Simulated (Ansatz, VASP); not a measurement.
## CuO: VASP beside Ansatz

File INCAR:

```
ALGO     = Normal         # electronic algorithm
EDIFF    = 1E-7           # SCF threshold, eV
ENCUT    = 520            # plane-wave cutoff, eV
GGA      = PS             # functional
ISIF     = 2              # what is computed and relaxed
ISMEAR   = 0              # smearing method
ISPIN    = 2              # spin polarisation
LASPH    = True           # aspherical terms in the spheres
LCHARG   = False          # write CHGCAR
LDAU     = True           # DFT+U
LDAUJ    = 0 0          
LDAUL    = 2 -1           # shell
LDAUPRINT= 1            
LDAUTYPE = 2            
LDAUU    = 6 0            # U, eV
LMAXMIX  = 4              # l up to which the mixer works
LORBIT   = 11             # projections on sites
LREAL    = False          # projectors in reciprocal space
LWAVE    = False          # write WAVECAR
MAGMOM   = 0.61 -0.61 0 0 # initial moments
NBANDS   = 29             # bands
NELM     = 150            # most SCF steps
PREC     = Accurate       # precision mode
SIGMA    = 0.05           # smearing width, eV
```

Contents of KPOINTS:

```
k-points
0
Gamma
  8 8 5
```

The input POSCAR:

```
CuO
1.0
    2.3446497600     -1.7133998200      0.0000000000
    2.3446497600      1.7133998200      0.0000000000
   -0.8605499100      0.0000000000      5.0594394800
Cu O
2 2
Direct
    0.0032000000      0.4968000000      0.0000000000
    0.4968000000      0.0032000000      0.5000000000
    0.5714000000      0.4056000000      0.2537000000
    0.4056000000      0.5714000000      0.7537000000
```

Input for Ansatz:

```yaml
crystal:
  lattice:
    - [2.34464976, -1.71339982, 0.0]
    - [2.34464976, 1.71339982, 0.0]
    - [-0.86054991, 0.0, 5.05943948]
  atoms:
    - { symbol: Cu, position: [0.0032, 0.4968, 0.0], spin: 1.0 }
    - { symbol: Cu, position: [0.4968, 0.0032, 0.5], spin: -1.0 }
    - { symbol: O, position: [0.5714, 0.4056, 0.2537] }
    - { symbol: O, position: [0.4056, 0.5714, 0.7537] }
basis:
  ecutwfc: 420
  ecutrho_ratio: 4
kpoints:
  mp_grid: { grid: [8, 8, 5] }
hamiltonian:
  xc: pbesol
  hubbard:
    sites:
      - { site: 0, l: d, u_eff: 6.0, starting_ns: [{ spin: up, occupation_matrix: s0up }, { spin: down, occupation_matrix: s0down }] }
      - { site: 1, l: d, u_eff: 6.0, starting_ns: [{ spin: up, occupation_matrix: s1up }, { spin: down, occupation_matrix: s1down }] }
    occupation_matrices:
      s0up:
        matrix:
          - [0.97, 0.0, 0.0, 0.0, 0.0]
          - [0.0, 0.97, 0.0, 0.0, 0.0]
          - [0.0, 0.0, 0.97, 0.0, 0.0]
          - [0.0, 0.0, 0.0, 0.97, 0.0]
          - [0.0, 0.0, 0.0, 0.0, 0.97]
      s0down:
        matrix:
          - [0.97, 0.0, 0.0, 0.0, 0.0]
          - [0.0, 0.97, 0.0, 0.0, 0.0]
          - [0.0, 0.0, 0.97, 0.0, 0.0]
          - [0.0, 0.0, 0.0, 0.97, 0.0]
          - [0.0, 0.0, 0.0, 0.0, 0.02]
      s1up:
        matrix:
          - [0.97, 0.0, 0.0, 0.0, 0.0]
          - [0.0, 0.97, 0.0, 0.0, 0.0]
          - [0.0, 0.0, 0.97, 0.0, 0.0]
          - [0.0, 0.0, 0.0, 0.97, 0.0]
          - [0.0, 0.0, 0.0, 0.0, 0.02]
      s1down:
        matrix:
          - [0.97, 0.0, 0.0, 0.0, 0.0]
          - [0.0, 0.97, 0.0, 0.0, 0.0]
          - [0.0, 0.0, 0.97, 0.0, 0.0]
          - [0.0, 0.0, 0.0, 0.97, 0.0]
          - [0.0, 0.0, 0.0, 0.0, 0.97]
    ns_hold: { iters: 12 }
scf:
  occupations: { method: gaussian, width: 0.05 }
  lower_state_search: "off"
  max_iter: 150
output:
  forces: true
  stress: true
  eigenvalues: true
  populations: true
  hubbard: { sites: [{ site: 0, l: d }, { site: 1, l: d }] }
  write_density: true
  write_potential: true
  elf: true
  volumetric_format: npy
magnetization:
  spin_polarized: true
```

Alike in both runs: task single point; functional PBEsol; k mesh 8 × 8 × 5; occupations gaussian, width 0.05 eV; collinear spin; Hubbard terms Cu d U = 6.0 eV.

```csv
,VASP,Ansatz
version,VASP 6.6.1,Ansatz 0.2.0
potentials or method,"VASP PAW PBE potentials, release 64 (Cu, O), cutoff 520 eV","scalar-relativistic, plane waves, PAW"
valence electrons in the cell,34,50
```

Ansatz gave:

```
gap on the k mesh at the Fermi level (eV)                     : 0.53
least direct gap on the mesh (eV)                             : 0.79
pressure (GPa)                                                : 0.0
traceless stress, the component that is largest in VASP (GPa) : 0.40
rms of the force components (eV/Å)                            : 0.449
net moment per atom (μB)                                      : 0.00
size of the moment on the site where the two differ most (μB) : 0.55
```

Task: What did VASP give for the same quantities?

Result: gap on the k mesh at the Fermi level (eV): 1.02; least direct gap on the mesh (eV): 1.29; pressure (GPa): -5.8; traceless stress, the component that is largest in VASP (GPa): 1.25; rms of the force components (eV/Å): 0.395; net moment per atom (μB): 0.00; size of the moment on the site where the two differ most (μB): 0.62.

VASP's potentials were made for PBE, not for PBEsol. Site moments also hang on the region over which each program counts them. The programs project onto different local orbitals, so the same U acts differently, and such runs can settle in different states. Atom by atom the forces differ by 0.057 eV/Å (rms over components). VASP's potentials hold 34 valence electrons a cell and Ansatz's 50, so a difference there can come from the potentials and not from the codes. Ansatz's warnings: specified occupation not kept.
